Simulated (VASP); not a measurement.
# RbRu2: relaxation of cell and atoms with PBE

RbRu2:

```
Rb Ru
1.0
     3.55088    0.00000    0.00000
    -1.77544    3.07515    0.00000
     0.00000    0.00000    7.53458
Rb Ru
1 2
Cartesian
  0.0000 0.0000 0.0000
  0.0000 2.0501 2.7908
  1.7754 1.0251 4.7438
```

The cell was generated, and may not be a known phase.

| Property | Result |
| --- | --- |
| Program | VASP 6.6.1 |
| Task | relaxation of cell and atoms |
| Functional | PBE |
| Potentials or basis | VASP PAW PBE potentials, release 64 (Rb_sv, Ru_sv) |
| Cutoff | 560 eV |
| k mesh | 6 × 6 × 2 |
| Occupations | gaussian, width 0.1 eV |
| Spin | no spin polarisation |
| Dipole correction | no |
| Further INCAR settings | ALGO = Normal; EDIFF = 1e-07; IBRION = 2; EDIFFG = -0.04; NSW = 90; ISIF = 3 |

| Quantity | Value |
| --- | --- |
| Relaxed volume | 19.52 Å³/atom |
| Relaxed cell | a = 2.909 Å, b = 2.909 Å, c = 7.991 Å, α = 90.00°, β = 90.00°, γ = 120.00° |
| Space group after relaxing (to 0.1 Å) | P-3m1 (No. 164) |
| Energy gained by relaxing | 801.9 meV/atom |
| Ionic steps | 14 |
| Pressure after relaxing | 0.0 GPa |
| Band gap on the k mesh | zero (an odd number of electrons rules out a gap without spin polarisation) |

Step by step:
| step | energy change (eV) | largest force (eV/Å) | pressure (GPa) | volume (Å³) |
| --- | --- | --- | --- | --- |
| 1 | 0.0000 | 2.8871 | -13.84 | 82.27 |
| 2 | -1.3524 | 2.4957 | 15.19 | 57.12 |
| 3 | -1.6292 | 0.0904 | 0.51 | 62.76 |
| 4 | -1.6304 | 0.0318 | 1.20 | 62.40 |
| 5 | -1.9373 | 1.2150 | 1.01 | 61.80 |
| 6 | -2.1544 | 1.2316 | 7.17 | 58.49 |
| 7 | -2.3092 | 1.6891 | 1.87 | 60.27 |
| 8 | -2.3197 | 1.6068 | 2.57 | 59.89 |
| 9 | -2.2137 | 0.9420 | -4.63 | 61.81 |
| 10 | -2.3612 | 0.5017 | -0.46 | 60.50 |
| 11 | -2.3613 | 0.5294 | -0.39 | 60.48 |
| 12 | -2.3871 | 0.3801 | -0.67 | 60.06 |
| 13 | -2.4004 | 0.1783 | -0.86 | 59.48 |
| 14 | -2.4058 | 0.0003 | 0.04 | 58.56 |

Final structure:
```cif
data_structure
_symmetry_space_group_name_H-M 'P 1'
_symmetry_Int_Tables_number 1
_cell_length_a 2.9090
_cell_length_b 2.9090
_cell_length_c 7.9909
_cell_angle_alpha 90.000
_cell_angle_beta 90.000
_cell_angle_gamma 120.000
_cell_volume 58.56
loop_
_atom_site_label
_atom_site_type_symbol
_atom_site_fract_x
_atom_site_fract_y
_atom_site_fract_z
_atom_site_occupancy
Rb1 Rb 0.00000 0.00000 0.00000 1
Ru1 Ru 0.33333 0.66667 0.38055 1
Ru2 Ru 0.66667 0.33333 0.61945 1
```

Levels at points of the mesh, in eV from the Fermi level:
```csv
k point,band 17,band 18,band 19,band 20,band 21,band 22,band 23,band 24
"(0.00, 0.00, 0.00)",-2.34,-2.34,-1.92,-0.72,-0.18,-0.18,0.52,1.14
"(0.50, 0.00, 0.00)",-1.81,-1.07,-0.72,0.04,0.67,0.68,0.86,1.47
"(0.00, 0.00, 0.50)",-2.40,-2.34,-2.34,-1.25,-0.18,-0.18,1.12,1.12
"(0.50, 0.00, 0.50)",-2.09,-1.35,-0.35,0.45,0.71,0.86,1.48,1.61
```

It took 9 min on 1 thread of Intel(R) Xeon(R) Platinum 8375C CPU @ 2.90GHz (Ice Lake), with other jobs on the host, peak memory 0.23 GiB.

Caveat: the k points lie up to 0.42 Å⁻¹ apart in the final cell, too coarse for converged energies and pressures of a metal; the volume moved by over 15 % at a fixed basis, so the end points are rough.
